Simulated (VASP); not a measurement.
## Ga4P4H (a cell with a defect): single point with PBE

Ga4P4H (a cell with a defect):

```
CELL_PARAMETERS angstrom
0.00000 -5.50512 0.00000
0.00000 0.00000 5.50512
-5.50512 0.00000 0.00000
ATOMIC_POSITIONS crystal
Ga 0.00000 0.50000 0.50000
Ga 0.50000 0.50000 0.00000
Ga 0.00000 0.00000 0.00000
Ga 0.50000 0.00000 0.50000
P 0.25370 0.25370 0.25370
P 0.74630 0.25370 0.74630
P 0.25370 0.74630 0.74630
P 0.74630 0.74630 0.25370
H 0.50000 0.50000 0.50000
```

This cell differs from its parent crystal: with an interstitial atom, then relaxed in part.

| Property | Result |
| --- | --- |
| Program | VASP 6.6.1 |
| Task | single point |
| Functional | PBE |
| Potentials or basis | VASP PAW PBE potentials, release 64 (Ga_d, P, H) |
| Cutoff | 520 eV |
| k mesh | 3 × 3 × 3 |
| Occupations | gaussian, width 0.01 eV |
| Spin | no spin polarisation |

- Largest force: 0.005 eV/Å

Forces in eV/Å, atoms in the order of the input:
```
Ga   0.000  0.000  0.000
Ga   0.000  0.000  0.000
Ga   0.000  0.000  0.000
Ga   0.000  0.000  0.000
P   -0.003 -0.003  0.003
P    0.003  0.003  0.003
P    0.003 -0.003 -0.003
P   -0.003  0.003 -0.003
H    0.000  0.000  0.000
```

Levels at points of the mesh, in eV from the Fermi level:
| k point | band 34 | band 35 | band 36 | band 37 | band 38 | band 39 | band 40 | band 41 |
| --- | --- | --- | --- | --- | --- | --- | --- | --- |
| (0.00, 0.00, 0.00) | -2.41 | -1.25 | -1.25 | -1.25 | 0.30 | 0.33 | 0.33 | 0.33 |

Run time: 32 s on 1 thread of Intel(R) Xeon(R) Platinum 8488C (Sapphire Rapids) (shared host), peak memory 0.26 GiB.

Caveat: the cell carries a net charge on a neutralising background, which shifts energy and pressure; the cell differs from its parent crystal (with an interstitial atom, then relaxed in part); the cell is charged against a uniform background, so pressure and absolute levels hang on convention.
